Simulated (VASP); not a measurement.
# BaF2 (Fm-3m) in VASP: a series of runs

BaF2 is run at these levels: PBEsol; tasks: single point, relaxation of cell and atoms.

Program: VASP 6.6.1. These are calculated values, not measurements. Logs are shortened: lines on timing, memory, paths and dates and some standing lists are left out, and cuts for length are marked.

**1. The cell of the first run**

It takes space group Fm-3m (No. 225, cubic). The conventional cell has a = 6.138 Å, b = 6.138 Å, c = 6.138 Å, α = 90.00°, β = 90.00°, γ = 90.00°. Ba (site symmetry m-3m) has 8 F at 2.66 Å within 3.5 Å. F (site symmetry -43m) has 4 Ba at 2.66 Å and 6 F at 3.07 Å within 3.5 Å.

**2. Single point, PBEsol**

INCAR

```
ALGO     = Normal         # electronic algorithm
EDIFF    = 1E-6           # SCF threshold, eV
ENCUT    = 600            # plane-wave cutoff, eV
GGA      = PS             # functional
GGA_COMPAT= F            
ISIF     = 2              # what is computed and relaxed
ISMEAR   = 0              # smearing method
LASPH    = T              # aspherical terms in the spheres
LCHARG   = F              # write CHGCAR
LREAL    = F              # projectors in reciprocal space
LWAVE    = F              # write WAVECAR
NBANDS   = 19             # bands
NELM     = 120            # most SCF steps
PREC     = Accurate       # precision mode
SIGMA    = 0.02           # smearing width, eV
```

KPOINTS

```
k-points
0
Gamma
  6 6 6
```

POSCAR

```
BaF2
1.0
    0.0000000000      3.0689008514      3.0689008514
    3.0689008514      0.0000000000      3.0689008514
    3.0689008514      3.0689008514      0.0000000000
Ba F
1 2
Direct
    0.0000000000      0.0000000000      0.0000000000
    0.2500000000      0.2500000000      0.2500000000
    0.7500000000      0.7500000000      0.7500000000
```

Potentials or basis: VASP PAW PBE potentials, release 64 (Ba_sv, F).

On the command line:

```console
> cat potpaw_PBE.64/Ba_sv/POTCAR potpaw_PBE.64/F/POTCAR > POTCAR
> mpirun -np 1 vasp_std > vasp.out
```

OUTCAR:

```text
EDIFF = 1E-6
   ENCUT = 600
   GGA = PS
   ISIF = 2
   ISMEAR = 0
   LASPH = T
   LREAL = F
   NELM = 120
   PREC = Accurate

 ion  position               nearest neighbor table
   1  0.000  0.000  0.000-   3 2.66   3 2.66   3 2.66   2 2.66   3 2.66   2 2.66   2 2.66   2 2.66

   2  0.250  0.250  0.250-   1 2.66   1 2.66   1 2.66   1 2.66
   3  0.750  0.750  0.750-   1 2.66   1 2.66   1 2.66   1 2.66

  LATTYP: Found a face centered cubic cell.
 ALAT       =     6.1378017028

  Lattice vectors:

 A1 = (   0.0000000000,   3.0689008514,   3.0689008514)
 A2 = (   3.0689008514,   0.0000000000,   3.0689008514)
 A3 = (   3.0689008514,   3.0689008514,   0.0000000000)

Analysis of symmetry for initial positions (statically):
=====================================================================
 Subroutine PRICEL returns:
 Original cell was already a primitive cell.

 Routine SETGRP: Setting up the symmetry group for a
 face centered cubic supercell.

 Subroutine GETGRP returns: Found 48 space group operations
 (whereof 48 operations were pure point group operations)
 out of a pool of 48 trial point group operations.

The static configuration has the point symmetry O_h .

Analysis of symmetry for dynamics (positions and initial velocities):
=====================================================================
 Subroutine PRICEL returns:
 Original cell was already a primitive cell.

 Routine SETGRP: Setting up the symmetry group for a
 face centered cubic supercell.

 Subroutine GETGRP returns: Found 48 space group operations
 (whereof 48 operations were pure point group operations)
 out of a pool of 48 trial point group operations.

The dynamic configuration has the point symmetry O_h .

 Subroutine INISYM returns: Found 48 space group operations
 (whereof 48 operations are pure point group operations),
 and found     1 'primitive' translations

----------------------------------------------------------------------------------------

                                     Primitive cell

  volume of cell :      57.8068

  direct lattice vectors                    reciprocal lattice vectors
     0.000000000  3.068900851  3.068900851    -0.162924781  0.162924781  0.162924781
     3.068900851  0.000000000  3.068900851     0.162924781 -0.162924781  0.162924781
     3.068900851  3.068900851  0.000000000     0.162924781  0.162924781 -0.162924781

  length of vectors
     4.340081206  4.340081206  4.340081206     0.282193999  0.282193999  0.282193999

  position of ions in fractional coordinates (direct lattice)
     0.000000000  0.000000000  0.000000000
     0.250000000  0.250000000  0.250000000
     0.750000000  0.750000000  0.750000000

  ion indices of the primitive-cell ions
   primitive index   ion index
                 1           1
                 2           2
                 3           3

----------------------------------------------------------------------------------------

 KPOINTS: k-points

Automatic generation of k-mesh.
 Grid dimensions read from file:
 generate k-points for:    6    6    6

 Generating k-lattice:

  Cartesian coordinates                     Fractional coordinates (reciprocal lattice)
    -0.027154130  0.027154130  0.027154130     0.166666667  0.000000000  0.000000000
     0.027154130 -0.027154130  0.027154130     0.000000000  0.166666667  0.000000000
     0.027154130  0.027154130 -0.027154130     0.000000000  0.000000000  0.166666667

  Length of vectors
     0.047032333  0.047032333  0.047032333

  Shift w.r.t. Gamma in fractional coordinates (k-lattice)
     0.000000000  0.000000000  0.000000000

 Subroutine IBZKPT returns following result:
 ===========================================

 Found     16 irreducible k-points:

 Following reciprocal coordinates:
            Coordinates               Weight
  0.000000  0.000000  0.000000      1.000000
  0.166667  0.000000  0.000000      8.000000
  0.333333  0.000000  0.000000      8.000000
  0.500000  0.000000  0.000000      4.000000
  0.166667  0.166667  0.000000      6.000000
  0.333333  0.166667  0.000000     24.000000
[... 8 lines left out ...]
 -0.333333  0.333333  0.166667     24.000000
 -0.333333  0.500000  0.166667     12.000000
   k-points           NKPTS =     16   k-points in BZ     NKDIM =     16   number of bands    NBANDS=     19
   number of dos      NEDOS =    301   number of ions     NIONS =      3
   total plane-waves  NPLWV =  46656
   dimension x,y,z NGX =    36 NGY =   36 NGZ =   36
   dimension x,y,z NGXF=    72 NGYF=   72 NGZF=   72
   ions per type =               1   2
   NGX,Y,Z   is equivalent  to a cutoff of  13.79, 13.79, 13.79 a.u.
   NGXF,Y,Z  is equivalent  to a cutoff of  27.58, 27.58, 27.58 a.u.
 SYSTEM =  unknown system
   PREC   = accura    normal or accurate (medium, high low for compatibility)
   ISTART =      0    job   : 0-new  1-cont  2-samecut
   ICHARG =      2    charge: 1-file 2-atom 10-const
   ISPIN  =      1    spin polarized calculation?
   LNONCOLLINEAR =      F non collinear calculations
   LSORBIT =      F    spin-orbit coupling
   LASPH  =      T    aspherical Exc in radial PAW
   ENCUT  =  600.0 eV  44.10 Ry    6.64 a.u.   8.67  8.67  8.67*2*pi/ulx,y,z
   NELM   =    120;   NELMIN=  2; NELMDL= -5     # of ELM steps
   EDIFF  = 0.1E-05   stopping-criterion for ELM
   LREAL  =      F    real-space projection
   EDIFFG = 0.1E-04   stopping-criterion for IOM
   NSW    =      0    number of steps for IOM
   IBRION =     -1    ionic relax: 0-MD 1-quasi-New 2-CG
   NFREE  =      0    steps in history (QN), initial steepest desc. (CG)
   ISIF   =      2    stress and relaxation
   ISYM   =      2    0-nonsym 1-usesym 2-fastsym
   POTIM  = 0.5000    time-step for ionic-motion
   TEBEG  =    0.0;   TEEND  =   0.0 temperature during run
   PSTRESS=    0.0 pullay stress
   NELECT =      24.0000    total number of electrons
   NUPDOWN=      -1.0000    fix difference up-down
   EMIN   =  10.00;   EMAX   =-10.00  energy-range for DOS
   EFERMI =   0.00;   METHOD = LEGACY
   ISMEAR =     0;   SIGMA  =   0.02  broadening in eV -4-tet -1-fermi 0-gaus
   EFERMI_NEDOS =   21; number of points for ismear=-14 and -15
   IALGO  =     38    algorithm
   IMIX   =      4    mixing-type and parameters
     AMIX     =   0.40;   BMIX     =  1.00
     AMIX_MAG =   1.60;   BMIX_MAG =  1.00
  volume/ion in A,a.u.               =      19.27       130.03
  Fermi-wavevector in a.u.,A,eV,Ry     =   1.221291  2.307905 20.293784  1.491551
  Thomas-Fermi vector in A             =   2.356478
   LORBIT       =      0    0 simple, 1 ext, 2 COOP (PROOUT), +10 PAW based schemes
   GGA     = PS    functional components
   LHFCALC =     F    Hartree Fock is set to
   AEXX    =    0.0000 exact exchange contribution
   IVDW    =     0    specifies the selected vdW correction
   LEPSILON=     F    determine dielectric tensor
   LRPA    =     F    only Hartree local field effects (RPA)
 non-spin polarized calculation
 Gauss-broadening in eV      SIGMA  =   0.02
  energy-cutoff  :      600.00
  volume of cell :       57.81
 maximum number of plane-waves:      1964
 NGX is ok and might be reduce to    36
   NGX = 17   NGY = 17   NGZ = 17

 number of electron      23.9999989 magnetization

 Free energy of the ion-electron system (eV)
  ---------------------------------------------------
  ext. energy  EPLUGINS =         0.00000000
  ---------------------------------------------------
  free energy    TOTEN  =       -17.63915886 eV

  energy without entropy =      -17.63915886  energy(sigma->0) =      -17.63915886

 E-fermi :  -1.9139     XC(G=0):  -9.0583

 val. band max:       -2.0827448004   @ k =  -0.1667   0.1667   0.0000
 cond. band min:       4.6871035707   @ k =   0.0000   0.0000   0.0000
 fundamental gap:      6.7698483711
 Fermi energy:        -1.9138554998

 k-point     1 :       0.0000    0.0000    0.0000
  band No.  band energies     occupation
      1     -25.0742      2.00000
      2     -20.9229      2.00000
      3     -20.8363      2.00000
      4      -9.8559      2.00000
      5      -9.8559      2.00000
      6      -9.8559      2.00000
[... 11 lines left out ...]
     18       9.5020      0.00000
     19      13.4670      0.00000

 k-point     2 :       0.1667    0.0000    0.0000
  band No.  band energies     occupation
      1     -25.0144      2.00000
      2     -20.9559      2.00000
      3     -20.9088      2.00000
      4      -9.9105      2.00000
      5      -9.9043      2.00000
      6      -9.9043      2.00000
[... 11 lines left out ...]
     18       9.5251      0.00000
     19      12.4117      0.00000

 k-point     3 :       0.3333    0.0000    0.0000
  band No.  band energies     occupation
      1     -24.8867      2.00000
      2     -21.1062      2.00000
      3     -20.9781      2.00000
      4     -10.0009      2.00000
      5      -9.9968      2.00000
      6      -9.9968      2.00000
[... 11 lines left out ...]
     18       9.6124      0.00000
     19      11.5429      0.00000

 k-point     4 :       0.5000    0.0000    0.0000
  band No.  band energies     occupation
      1     -24.8182      2.00000
      2     -21.1983      2.00000
      3     -21.0008      2.00000
      4     -10.0409      2.00000
      5     -10.0409      2.00000
      6     -10.0382      2.00000
[... 231 lines left out ...]
     18      10.5410      0.00000
     19      12.5330      0.00000

 k-point    15 :      -0.3333    0.3333    0.1667
  band No.  band energies     occupation
      1     -24.7500      2.00000
      2     -21.1807      2.00000
      3     -21.1308      2.00000
      4     -10.2618      2.00000
      5      -9.9995      2.00000
      6      -9.9987      2.00000
[... 11 lines left out ...]
     18      11.4879      0.00000
     19      12.1415      0.00000

 k-point    16 :      -0.3333    0.5000    0.1667
  band No.  band energies     occupation
      1     -24.7264      2.00000
      2     -21.2292      2.00000
      3     -21.1193      2.00000
      4     -10.3263      2.00000
      5     -10.1478      2.00000
      6      -9.8223      2.00000
[... 11 lines left out ...]
     18      12.5773      0.00000
     19      12.8210      0.00000

------------------------ aborting loop because EDIFF is reached ----------------------------------------

  FORCE on cell =-STRESS in cart. coord.  units (eV):
  Direction    XX          YY          ZZ          XY          YZ          ZX
  --------------------------------------------------------------------------------------
  -------------------------------------------------------------------------------------
  Total        0.4328770      0.4328770      0.4328770     -0.0000000      0.0000000     -0.0000000
  in kB       11.9976604     11.9976604     11.9976604     -0.0000000      0.0000000     -0.0000000
  external PRESSURE =      11.9976604 kB  Pullay stress =       0.0000000 kB

 VOLUME and BASIS-vectors are now :
 -----------------------------------------------------------------------------
  energy-cutoff  :      600.00
  volume of cell :       57.81
      direct lattice vectors                 reciprocal lattice vectors
     0.000000000  3.068900851  3.068900851    -0.162924781  0.162924781  0.162924781
     3.068900851  0.000000000  3.068900851     0.162924781 -0.162924781  0.162924781
     3.068900851  3.068900851  0.000000000     0.162924781  0.162924781 -0.162924781

 POSITION                                       TOTAL-FORCE (eV/Angst)
 -----------------------------------------------------------------------------------
      0.00000      0.00000      0.00000        -0.000000      0.000000      0.000000
      1.53445      1.53445      1.53445        -0.000000     -0.000000     -0.000000
      4.60335      4.60335      4.60335         0.000000      0.000000      0.000000
 -----------------------------------------------------------------------------------
    total drift:                                0.000000      0.000000      0.000000

  FREE ENERGIE OF THE ION-ELECTRON SYSTEM (eV)
  ---------------------------------------------------
  free  energy   TOTEN  =       -17.6391588574 eV

  energy  without entropy=      -17.6391588574  energy(sigma->0) =      -17.63915886
```

It took 32 s on 1 thread of Intel Xeon 8259CL, shared host; peak memory 0.21 GiB.

What came out:

| Quantity | Value |
| --- | --- |
| Free energy | -17.6392 eV |
| Pressure | 1.2 GPa |
| Band gap on the k mesh | 6.77 eV (least direct gap 6.85 eV) |

Levels at points of the mesh, in eV from the valence-band top:
```
           k point  band 10  band 11  band 12  band 13  band 14  band 15
(0.00, 0.00, 0.00)    -0.08    -0.08    -0.08     6.77     9.23     9.23
(0.50, 0.00, 0.00)    -0.34    -0.15    -0.15     9.20     9.25     9.25
(0.50, 0.50, 0.00)    -0.30    -0.30    -0.15     7.24     9.07    10.84
```

Caveat: the PAW data sets were made with another functional, which shifts forces and pressure a little; spin-orbit coupling is left out, which moves the levels of the heavy elements. A k mesh can miss the band edges.

**3. Relaxation of cell and atoms, PBEsol**

This run uses another cell than the first one, of 19.86 Å³/atom.

INCAR

```
SYSTEM = BaF2
PREC     = Accurate       ! precision mode
ENCUT    = 600            ! plane-wave cutoff, eV
EDIFF    = 1E-7           ! SCF threshold, eV
ISMEAR   = 0              ! smearing method
SIGMA    = 0.02           ! smearing width, eV
LREAL    = .False.        ! projectors in reciprocal space
LASPH    = .True.         ! aspherical terms in the spheres
NELM     = 120            ! most SCF steps
ALGO     = Normal         ! electronic algorithm
ISIF     = 3              ! what is computed and relaxed
LWAVE    = .False.        ! write WAVECAR
LCHARG   = .False.        ! write CHGCAR
GGA      = PS             ! functional
IBRION   = 2              ! ionic algorithm
NSW      = 100            ! ionic steps
EDIFFG   = -0.005         ! ionic threshold
GGA_COMPAT= .False.      
NELMIN   = 4
```

KPOINTS

```
regular mesh
0
Gamma
  6 6 6
  0 0 0
```

POSCAR

```
BaF2
1.0
    0.0000000000      3.1000500000      3.1000500000
    3.1000500000      0.0000000000      3.1000500000
    3.1000500000      3.1000500000      0.0000000000
Ba F
1 2
Direct
    0.0000000000      0.0000000000      0.0000000000
    0.2500000000      0.2500000000      0.2500000000
    0.7500000000      0.7500000000      0.7500000000
```

Potentials or basis: VASP PAW PBE potentials, release 64 (Ba_sv, F).

On the command line:

```console
> cat potpaw_PBE.64/Ba_sv/POTCAR potpaw_PBE.64/F/POTCAR > POTCAR
> mpirun -np 1 vasp_std > vasp.out
```

Wall time 57 s (1 thread of Intel Xeon 8259CL, shared host); peak memory 0.21 GiB.

Results (log left out):

| Property | Result |
| --- | --- |
| Free energy | -17.6464 eV |
| Relaxed volume | 19.63 Å³/atom |
| Relaxed cell | a = 4.367 Å, b = 4.367 Å, c = 4.367 Å, α = 60.00°, β = 60.00°, γ = 60.00° |
| Space group after relaxing (to 0.1 Å) | Fm-3m (No. 225) |
| Energy gained by relaxing | 0.5 meV/atom |
| Ionic steps | 3 |
| Pressure after relaxing | 0.0 GPa |
| Band gap on the k mesh | 6.69 eV (least direct gap 6.76 eV) |

Step by step:
| step | energy change (eV) | largest force (eV/Å) | pressure (GPa) | volume (Å³) |
| --- | --- | --- | --- | --- |
| 1 | 0.0000 | 0.0000 | -0.69 | 59.58 |
| 2 | -0.0015 | 0.0000 | 0.04 | 58.85 |
| 3 | -0.0015 | 0.0000 | 0.00 | 58.89 |

Final structure:
```
Ba F
1.0
     0.00000    3.08797    3.08797
     3.08797    0.00000    3.08797
     3.08797    3.08797    0.00000
Ba F
1 2
Direct
  0.00000 0.00000 0.00000
  0.25000 0.25000 0.25000
  0.75000 0.75000 0.75000
```

Levels at points of the mesh, in eV from the valence-band top:
```csv
k point,band 8,band 9,band 10,band 11,band 12,band 13,band 14,band 15,band 16
"(0.00, 0.00, 0.00)",-1.55,-1.55,-0.07,-0.07,-0.07,6.69,9.17,9.17,11.43
"(0.50, 0.00, 0.00)",-1.13,-0.68,-0.34,-0.16,-0.16,9.09,9.18,9.18,9.74
"(0.50, 0.50, 0.00)",-0.37,-0.37,-0.31,-0.31,-0.13,7.21,8.97,10.72,12.01
```

Caveat: the PAW data sets were made with another functional, which shifts forces and pressure a little; spin-orbit coupling is left out, which moves the levels of the heavy elements.
